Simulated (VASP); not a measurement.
TiC (dpbe), 2 atoms in the cell. The structure is cubic, space group Fm-3m (No. 225). Conventional cell: a = 4.333 Å, b = 4.333 Å, c = 4.333 Å, α = 90.00°, β = 90.00°, γ = 90.00°. Ti (site symmetry m-3m) has 6 C at 2.17 Å within 2.9 Å. C (site symmetry m-3m) has 6 Ti at 2.17 Å within 2.9 Å. 

```yaml
Program: VASP 6.6.1
Task: relaxation of cell and atoms
Functional: PBE
Potentials_or_basis: VASP PAW PBE potentials, release 64 (Ti_sv, C)
Cutoff: 600 eV
k_mesh: 16 × 16 × 16
Occupations: fermi-dirac, width 0.15 eV
Spin: no spin polarisation
Dipole_correction: no
Further_INCAR_settings: ALGO = Normal; EDIFF = 1e-06; IBRION = 2; EDIFFG = -0.001; NSW = 80; ISIF = 3
```

Potentials or basis: VASP PAW PBE potentials, release 64 (Ti_sv, C).

The run is started by

```bash
$ cat potpaw_PBE.64/Ti_sv/POTCAR potpaw_PBE.64/C/POTCAR > POTCAR
$ mpirun -np 1 vasp_std > vasp.out
```

Hardware: 1 thread of Intel(R) Xeon(R) Platinum 8259CL CPU @ 2.50GHz (Skylake/Cascade Lake) (shared host).

Q: Estimate the wall time of this run.

A: Run time: 49 s on 1 thread of Intel(R) Xeon(R) Platinum 8259CL CPU @ 2.50GHz (Skylake/Cascade Lake), on a shared host, peak memory 0.18 GiB. Counts: scf iterations 29, k points 145, ion steps 3.
